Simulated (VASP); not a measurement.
# Cu in VASP: single point with PBE

Aim: the single point of Cu with PBE.

All numbers are computed with VASP 6.6.1; they aren't measurements. Logs are shortened: lines on timing, memory, paths and dates and some standing lists are left out, and cuts for length are marked.

### 1 The cell of the first run

The typed cell holds 2 atoms: a = 2.759 Å, b = 2.951 Å, c = 2.951 Å, α = 90.00°, β = 90.00°, γ = 90.00°.

### 2 Single point, PBE

INCAR

```
PREC = Accurate ; ENCUT = 520
EDIFF = 1E-6 ; ISMEAR = 0
SIGMA = 0.15 ; LREAL = False
LASPH = True ; NELM = 60
ALGO = Fast ; ISIF = 2
LWAVE = False ; LCHARG = False
GGA = PE ; NBANDS = 18
```

KPOINTS

```
regular mesh
0
Gamma
  12 12 12
```

POSCAR

```
Cu
1.0
    0.0000000000      0.0000000000     -2.7591133692
    0.0000000000     -2.9510604861      0.0000000000
   -2.9510604861      0.0000000000      0.0000000000
Cu
2
Direct
    0.5001684738      0.4999609362      0.4999791748
   -0.0001684738      0.0000390638      0.0000208252
```

Potentials or basis: VASP PAW PBE potentials, release 64 (Cu).

On the command line:

```console
$ cat potpaw_PBE.64/Cu/POTCAR > POTCAR
$ mpirun -np 1 vasp_std > vasp.out
```

OUTCAR:

```text
PREC = Accurate
   ENCUT = 520
   EDIFF = 1E-6
   ISMEAR = 0
   LREAL = False
   LASPH = True
   NELM = 60
   ISIF = 2
   GGA = PE

 ion  position               nearest neighbor table
   1  0.500  0.500  0.500-   2 2.50   2 2.50   2 2.50   2 2.50   2 2.50   2 2.50   2 2.50   2 2.50

   2  1.000  0.000  0.000-   1 2.50   1 2.50   1 2.50   1 2.50   1 2.50   1 2.50   1 2.50   1 2.50

  LATTYP: Found a simple tetragonal cell.
 ALAT       =     2.9510604861
 C/A-ratio  =     0.9349565630

  Lattice vectors:

 A1 = (   0.0000000000,  -2.9510604861,   0.0000000000)
 A2 = (  -2.9510604861,   0.0000000000,   0.0000000000)
 A3 = (   0.0000000000,   0.0000000000,  -2.7591133692)

Analysis of symmetry for initial positions (statically):
=====================================================================
 Subroutine PRICEL returns:
 Original cell was already a primitive cell.

 Routine SETGRP: Setting up the symmetry group for a
 simple tetragonal supercell.

 Subroutine GETGRP returns: Found  2 space group operations
 (whereof  1 operations were pure point group operations)
 out of a pool of 16 trial point group operations.

The static configuration has the point symmetry C_1 .
 The point group associated with its full space group is S_2 .

Analysis of symmetry for dynamics (positions and initial velocities):
=====================================================================
 Subroutine PRICEL returns:
 Original cell was already a primitive cell.

 Routine SETGRP: Setting up the symmetry group for a
 simple tetragonal supercell.

 Subroutine GETGRP returns: Found  2 space group operations
 (whereof  1 operations were pure point group operations)
 out of a pool of 16 trial point group operations.

The dynamic configuration has the point symmetry C_1 .
 The point group associated with its full space group is S_2 .

 Subroutine INISYM returns: Found  2 space group operations
 (whereof  1 operations are pure point group operations),
 and found     1 'primitive' translations

----------------------------------------------------------------------------------------

                                     Primitive cell

  volume of cell :      24.0285

  direct lattice vectors                    reciprocal lattice vectors
     0.000000000  0.000000000 -2.759113369     0.000000000  0.000000000 -0.362435270
     0.000000000 -2.951060486  0.000000000     0.000000000 -0.338861235  0.000000000
    -2.951060486  0.000000000  0.000000000    -0.338861235  0.000000000  0.000000000

  length of vectors
     2.759113369  2.951060486  2.951060486     0.362435270  0.338861235  0.338861235

  position of ions in fractional coordinates (direct lattice)
     0.500168474  0.499960936  0.499979175
     0.999831526  0.000039064  0.000020825

  ion indices of the primitive-cell ions
   primitive index   ion index
                 1           1
                 2           2

----------------------------------------------------------------------------------------

 KPOINTS: regular mesh

Automatic generation of k-mesh.
 Grid dimensions read from file:
 generate k-points for:   12   12   12

 Generating k-lattice:

  Cartesian coordinates                     Fractional coordinates (reciprocal lattice)
     0.000000000  0.000000000 -0.030202939     0.083333333  0.000000000  0.000000000
     0.000000000 -0.028238436  0.000000000     0.000000000  0.083333333  0.000000000
    -0.028238436  0.000000000  0.000000000     0.000000000  0.000000000  0.083333333

  Length of vectors
     0.030202939  0.028238436  0.028238436

  Shift w.r.t. Gamma in fractional coordinates (k-lattice)
     0.000000000  0.000000000  0.000000000

 Subroutine IBZKPT returns following result:
 ===========================================

 Found    868 irreducible k-points:

 Following reciprocal coordinates:
            Coordinates               Weight
  0.000000  0.000000  0.000000      1.000000
  0.083333  0.000000  0.000000      2.000000
  0.166667  0.000000  0.000000      2.000000
  0.250000  0.000000  0.000000      2.000000
  0.333333  0.000000  0.000000      2.000000
  0.416667  0.000000  0.000000      2.000000
[... 16 lines left out ...]
  0.333333  0.000000  0.083333      2.000000
  0.333333 -0.083333  0.000000      2.000000
 [... further k-points ...]
   k-points           NKPTS =    868   k-points in BZ     NKDIM =    868   number of bands    NBANDS=     18
   number of dos      NEDOS =    301   number of ions     NIONS =      2
   total plane-waves  NPLWV =  13824
   dimension x,y,z NGX =    24 NGY =   24 NGZ =   24
   dimension x,y,z NGXF=    48 NGYF=   48 NGZF=   48
   ions per type =               2
   NGX,Y,Z   is equivalent  to a cutoff of  14.46, 13.52, 13.52 a.u.
   NGXF,Y,Z  is equivalent  to a cutoff of  28.92, 27.04, 27.04 a.u.
 SYSTEM =  unknown system
   PREC   = accura    normal or accurate (medium, high low for compatibility)
   ISTART =      0    job   : 0-new  1-cont  2-samecut
   ICHARG =      2    charge: 1-file 2-atom 10-const
   ISPIN  =      1    spin polarized calculation?
   LNONCOLLINEAR =      F non collinear calculations
   LSORBIT =      F    spin-orbit coupling
   LASPH  =      T    aspherical Exc in radial PAW
   ENCUT  =  520.0 eV  38.22 Ry    6.18 a.u.   5.13  5.49  5.49*2*pi/ulx,y,z
   NELM   =     60;   NELMIN=  2; NELMDL= -5     # of ELM steps
   EDIFF  = 0.1E-05   stopping-criterion for ELM
   LREAL  =      F    real-space projection
   EDIFFG = 0.1E-04   stopping-criterion for IOM
   NSW    =      0    number of steps for IOM
   IBRION =     -1    ionic relax: 0-MD 1-quasi-New 2-CG
   NFREE  =      0    steps in history (QN), initial steepest desc. (CG)
   ISIF   =      2    stress and relaxation
   ISYM   =      2    0-nonsym 1-usesym 2-fastsym
   POTIM  = 0.5000    time-step for ionic-motion
   TEBEG  =    0.0;   TEEND  =   0.0 temperature during run
   PSTRESS=    0.0 pullay stress
   NELECT =      22.0000    total number of electrons
   NUPDOWN=      -1.0000    fix difference up-down
   EMIN   =  10.00;   EMAX   =-10.00  energy-range for DOS
   EFERMI =   0.00;   METHOD = LEGACY
   ISMEAR =     0;   SIGMA  =   0.15  broadening in eV -4-tet -1-fermi 0-gaus
   EFERMI_NEDOS =   21; number of points for ismear=-14 and -15
   IALGO  =     68    algorithm
   IMIX   =      4    mixing-type and parameters
     AMIX     =   0.40;   BMIX     =  1.00
     AMIX_MAG =   1.60;   BMIX_MAG =  1.00
  volume/ion in A,a.u.               =      12.01        81.08
  Fermi-wavevector in a.u.,A,eV,Ry     =   1.589671  3.004042 34.382637  2.527053
  Thomas-Fermi vector in A             =   2.688484
   LORBIT       =      0    0 simple, 1 ext, 2 COOP (PROOUT), +10 PAW based schemes
   GGA     = PE    functional components
   LHFCALC =     F    Hartree Fock is set to
   AEXX    =    0.0000 exact exchange contribution
   IVDW    =     0    specifies the selected vdW correction
   LEPSILON=     F    determine dielectric tensor
   LRPA    =     F    only Hartree local field effects (RPA)
 non-spin polarized calculation
 RMM-DIIS sequential band-by-band and
 Gauss-broadening in eV      SIGMA  =   0.15
  energy-cutoff  :      520.00
  volume of cell :       24.03
 maximum number of plane-waves:       662
 NGX is ok and might be reduce to    24
   NGX = 11   NGY = 11   NGZ = 11

 number of electron      22.0000030 magnetization

 Free energy of the ion-electron system (eV)
  ---------------------------------------------------
  ext. energy  EPLUGINS =         0.00000000
  ---------------------------------------------------
  free energy    TOTEN  =        -7.39011420 eV

  energy without entropy =       -7.38196857  energy(sigma->0) =       -7.38604139

 E-fermi :   7.3851     XC(G=0): -12.6278

 val. band max:        7.3561047782   @ k =   0.2500   0.3333  -0.4167
 cond. band min:       7.3864329437   @ k =   0.5000  -0.0833   0.4167
 fundamental gap:      0.0303281655
 Fermi energy:         7.3850722078

 k-point     1 :       0.0000    0.0000    0.0000
  band No.  band energies     occupation
      1      -1.8409      2.00000
      2       2.8122      2.00000
      3       2.8678      2.00000
      4       4.1630      2.00000
      5       4.4227      2.00000
      6       4.4227      2.00000
[... 10 lines left out ...]
     17      23.7248      0.00000
     18      31.4864      0.00000

 k-point     2 :       0.0833    0.0000    0.0000
  band No.  band energies     occupation
      1      -1.6959      2.00000
      2       2.8612      2.00000
      3       2.9136      2.00000
      4       4.1931      2.00000
      5       4.4125      2.00000
      6       4.4125      2.00000
[... 10 lines left out ...]
     17      25.0750      0.00000
     18      31.4708      0.00000

 k-point     3 :       0.1667    0.0000    0.0000
  band No.  band energies     occupation
      1      -1.2667      2.00000
      2       3.0046      2.00000
      3       3.0333      2.00000
      4       4.2813      2.00000
      5       4.3880      2.00000
      6       4.3880      2.00000
[... 10 lines left out ...]
     17      28.0277      0.00000
     18      29.6081      0.00000

 k-point     4 :       0.2500    0.0000    0.0000
  band No.  band energies     occupation
      1      -0.5720      2.00000
      2       3.1709      2.00000
      3       3.2310      2.00000
      4       4.3650      2.00000
      5       4.3650      2.00000
      6       4.4215      2.00000
[... 375 lines left out ...]
      4       4.2069      2.00000
      5       4.3293      2.00000
      6       4.7797      2.00000
[... 10 lines left out ...]
     17      23.4801      0.00000
     18      25.7756      0.00000

 k-point    23 :       0.3333    0.0000    0.0833
  band No.  band energies     occupation
      1       0.4505      2.00000
      2       3.2487      2.00000
      3       3.5296      2.00000
      4       4.2069      2.00000
      5       4.3293      2.00000
      6       4.7797      2.00000
[... 10 lines left out ...]
     17      23.4802      0.00000
     18      25.7796      0.00000

 k-point    24 :       0.3333   -0.0833    0.0000
  band No.  band energies     occupation
      1       0.4505      2.00000
      2       3.2487      2.00000
      3       3.5296      2.00000
      4       4.2069      2.00000
      5       4.3293      2.00000
      6       4.7796      2.00000
[... 10 lines left out ...]
     17      23.4803      0.00000
     18      25.7784      0.00000

 [... further k-points ...]

------------------------ aborting loop because EDIFF is reached ----------------------------------------

  FORCE on cell =-STRESS in cart. coord.  units (eV):
  Direction    XX          YY          ZZ          XY          YZ          ZX
  --------------------------------------------------------------------------------------
  -------------------------------------------------------------------------------------
  Total        0.2106012      0.2105855      0.1228531      0.0000062     -0.0000077     -0.0000092
  in kB       14.0425391     14.0414919      8.1916442      0.0004104     -0.0005139     -0.0006114
  external PRESSURE =      12.0918918 kB  Pullay stress =       0.0000000 kB

 VOLUME and BASIS-vectors are now :
 -----------------------------------------------------------------------------
  energy-cutoff  :      520.00
  volume of cell :       24.03
      direct lattice vectors                 reciprocal lattice vectors
     0.000000000  0.000000000 -2.759113369     0.000000000  0.000000000 -0.362435270
     0.000000000 -2.951060486  0.000000000     0.000000000 -0.338861235  0.000000000
    -2.951060486  0.000000000  0.000000000    -0.338861235  0.000000000  0.000000000

 POSITION                                       TOTAL-FORCE (eV/Angst)
 -----------------------------------------------------------------------------------
     -1.47547     -1.47541     -1.38002        -0.000789     -0.001477      0.005256
     -0.00006     -0.00012     -2.75865         0.000789      0.001477     -0.005256
 -----------------------------------------------------------------------------------
    total drift:                                0.000000      0.000000     -0.000000

  FREE ENERGIE OF THE ION-ELECTRON SYSTEM (eV)
  ---------------------------------------------------
  free  energy   TOTEN  =        -7.3901141962 eV

  energy  without entropy=       -7.3819685740  energy(sigma->0) =       -7.38604139
```

Wall time 5.2 min (1 thread of Intel Xeon 8259CL, shared host); peak memory 0.39 GiB.

What came out:

- Free energy: -7.3901 eV
- Pressure: 1.2 GPa
- Largest force: 0.006 eV/Å
- Band gap on the k mesh: zero (bands 11 and 12 overlap by 7.60 eV)

Forces in eV/Å, atoms in the order of the input:
```
Cu  -0.001 -0.001  0.005
Cu   0.001  0.001 -0.005
```

Levels at points of the mesh, in eV from the Fermi level:
```tsv
k point	band 8	band 9	band 10	band 11	band 12	band 13	band 14	band 15
(0.00, 0.00, 0.00)	-1.96	-1.55	-1.55	-1.48	7.30	7.30	9.85	12.81
(0.50, 0.00, 0.00)	-2.87	-2.35	-2.34	-0.96	-0.95	14.12	14.12	14.13
(0.00, 0.50, 0.00)	-2.62	-2.26	-2.26	-1.47	-1.47	13.41	13.41	15.57
(0.00, 0.00, 0.50)	-2.62	-2.26	-2.26	-1.47	-1.47	13.41	13.41	15.57
(0.50, 0.50, 0.00)	-1.85	-1.36	-1.36	-0.37	-0.37	4.51	4.51	16.74
(0.50, 0.00, 0.50)	-1.85	-1.36	-1.36	-0.37	-0.37	4.51	4.51	16.74
(0.00, 0.50, 0.50)	-2.04	-1.40	-1.40	-0.87	-0.87	3.78	3.78	18.57
(0.50, 0.50, 0.50)	-2.01	-1.89	-1.89	6.13	6.13	6.59	6.59	6.59
```
